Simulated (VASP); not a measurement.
A run of VASP 6.6.1 is set up as follows.

INCAR

```
SYSTEM = Cu
PREC = Accurate ; ENCUT = 520
EDIFF = 1E-6 ; ISMEAR = 0
SIGMA = 0.1 ; LREAL = .FALSE.
LASPH = .TRUE. ; NELM = 100
ALGO = Normal ; ISIF = 2
LWAVE = .FALSE. ; LCHARG = .FALSE.
LDIPOL = .TRUE. ; IDIPOL = 3
DIPOL = 0.5 0.5 0.500 ; GGA = PE
NBANDS = 60
```

The input KPOINTS:

```
regular mesh
0
G
  13 10 1
  0 0 0
```

The input POSCAR:

```
Cu
1.0
    2.5666196055      0.0000000000      0.0000000000
    0.0000000000      3.6297482556      0.0000000000
    0.0000000000      0.0000000000     25.2664784220
Cu
9
Direct
    0.5000000000      0.5000000000      0.2968359846
    0.0000000000      0.0000000000      0.3476269885
    0.5000000000      0.5000000000      0.3984179923
    0.0000000000      0.0000000000      0.4492089962
    0.5000000000      0.5000000000      0.5000000000
    0.0000000000      0.0000000000      0.5507910038
    0.5000000000      0.5000000000      0.6015820077
    0.0000000000      0.0000000000      0.6523730115
    0.5000000000      0.5000000000      0.7031640154
```

Potentials or basis: VASP PAW PBE potentials, release 64 (Cu).

Run with:

```bash
$ cat potpaw_PBE.64/Cu/POTCAR > POTCAR
$ mpirun -np 1 vasp_std > vasp.out
```

Q: Predict the largest force.

A: 0.402 eV/Å.

Forces on the atoms (eV/Å):
```
Cu   0.000  0.000  0.402
Cu   0.000  0.000 -0.358
Cu   0.000  0.000 -0.072
Cu   0.000  0.000  0.002
Cu   0.000  0.000  0.000
Cu   0.000  0.000 -0.002
Cu   0.000  0.000  0.072
Cu   0.000  0.000  0.358
Cu   0.000  0.000 -0.402
```
